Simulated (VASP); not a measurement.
Here is a VASP 6.6.1 calculation.

Contents of INCAR:

```
SYSTEM = Fe
  PREC = Accurate
  ENCUT = 600
  EDIFF = 1E-6
  ISMEAR = 0
  SIGMA = 0.1
  LREAL = .False.
  LASPH = .True.
  NELM = 120
  ALGO = Normal
  ISIF = 2
  LWAVE = .False.
  LCHARG = .False.
  GGA = PE
  NBANDS = 15
  ISYM = 0
  GGA_COMPAT = .False.
```

KPOINTS

```
Automatic mesh
0
Gamma
  13 11 7
  0 0 0
```

Contents of POSCAR:

```
Fe
1.0
    1.4630000000     -1.4630000000     -1.4630000000
   -2.9260000000      0.0000000000      0.0000000000
    0.0000000000      2.9260000000     -2.9260000000
Fe
2
Direct
    0.0000000000      0.0000000000      0.0000000000
    0.0000000000      0.5000000000      0.5000000000
```

Potentials or basis: VASP PAW PBE potentials, release 64 (Fe).

The run is started by

```console
$ cat potpaw_PBE.64/Fe/POTCAR > POTCAR
$ mpirun -np 1 vasp_std > vasp.out
```

(1) What does it give for the pressure?

(2) Predict the band gap on the k mesh.

Results:

(1) -31.5 GPa.

(2) zero (band 8 reaches 5.64 eV, above the bottom of band 9 at 4.28 eV).

Caveat: the run has no spin polarisation, though such a crystal can be magnetic.
